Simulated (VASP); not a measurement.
Ga2SnTe2: single point with PBE

Crystal: Ga2SnTe2.

```
Ga Sn Te
1.0
     4.61266    0.00000    0.00000
    -2.30633    3.99468    0.00000
     0.00000    0.00000    7.69105
Ga Sn Te
2 1 2
Cartesian
  0.0000 0.0000 5.4127
  0.0000 0.0000 2.2783
  0.0000 0.0000 0.0000
  0.0000 2.6631 0.0000
  2.3063 1.3316 0.0000
```

| Property | Result |
| --- | --- |
| Program | VASP 6.6.1 |
| Task | single point |
| Functional | PBE |
| Potentials or basis | VASP PAW PBE potentials, release 64 (Ga_d, Sn_d, Te) |
| Cutoff | 520 eV |
| k mesh | 6 × 6 × 2 |
| Occupations | gaussian, width 0.1 eV |
| Spin | no spin polarisation |

The pressure is 38.7 GPa, the largest force is 5.750 eV/Å and the band gap on the k mesh is zero (band 26 reaches 6.70 eV, above the bottom of band 27 at 5.42 eV).

Forces on the atoms (eV/Å):
```
Ga   0.000  0.000 -5.750
Ga   0.000  0.000  5.750
Sn   0.000  0.000  0.000
Te   0.000  0.000  0.000
Te   0.000  0.000  0.000
```

Stress tensor (GPa, compression positive):
```
47.49  0.00  0.00
 0.00 47.49  0.00
 0.00  0.00 21.14
```

Levels at points of the mesh, in eV from the Fermi level:
```tsv
k point	band 22	band 23	band 24	band 25	band 26	band 27	band 28	band 29	band 30	band 31
(0.00, 0.00, 0.00)	-5.83	-5.83	-4.94	-3.05	-0.23	0.60	1.43	1.43	1.62	2.22
(0.50, 0.00, 0.00)	-5.24	-2.52	-1.18	-0.46	0.25	0.36	0.67	0.75	1.18	2.48
(0.00, 0.00, 0.50)	-5.83	-5.83	-4.47	-3.27	-1.44	-0.23	0.91	0.91	3.20	3.20
(0.50, 0.00, 0.50)	-3.77	-3.17	-1.97	-0.18	-0.08	0.36	0.44	0.53	1.09	1.19
```

It took 48 s on 1 thread of Intel(R) Xeon(R) 6975P-C (Granite Rapids), on a shared host, peak memory 0.29 GiB.

Caveat: the k points lie up to 0.41 Å⁻¹ apart; spin-orbit coupling is left out, which moves the levels of the heavy elements; forces of over 1 eV/Å act on the atoms, so gaps and moduli don't describe the material at rest.
